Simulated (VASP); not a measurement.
A run of VASP 6.6.1 is set up as follows.

File INCAR:

```
SYSTEM = HgTe
  PREC = Accurate
  ENCUT = 520
  EDIFF = 1E-7
  ISMEAR = -1
  SIGMA = 0.05
  LREAL = .FALSE.
  LASPH = .TRUE.
  NELM = 150
  ALGO = Normal
  ISIF = 2
  LWAVE = .FALSE.
  LCHARG = .FALSE.
  LNONCOLLINEAR = .TRUE.
  MAGMOM = 0 0 0 0 0 0
  LORBIT = 11
  LSORBIT = .TRUE.
  GGA_COMPAT = .FALSE.
  LORBMOM = .TRUE.
  GGA = CA
  NBANDS = 30
```

The input KPOINTS:

```
Automatic mesh
0
G
  7 7 7
  0 0 0
```

Contents of POSCAR:

```
HgTe
1.0
    0.0000000000      3.2145000000      3.2145000000
    3.2145000000      0.0000000000      3.2145000000
    3.2145000000      3.2145000000      0.0000000000
Hg Te
1 1
Direct
    0.0000000000      0.0000000000      0.0000000000
    0.7500000000      0.7500000000      0.7500000000
```

Potentials or basis: VASP PAW LDA potentials, release 64 (Hg, Te).

The run is started by

```console
$ cat potpaw_LDA.64/Hg/POTCAR potpaw_LDA.64/Te/POTCAR > POTCAR
$ mpirun -np 1 vasp_ncl > vasp.out
```

(1) Predict the net moment.

(2) What does it give for the pressure?

Answers

(1) 0.00 μB per cell.

(2) 0.2 GPa.
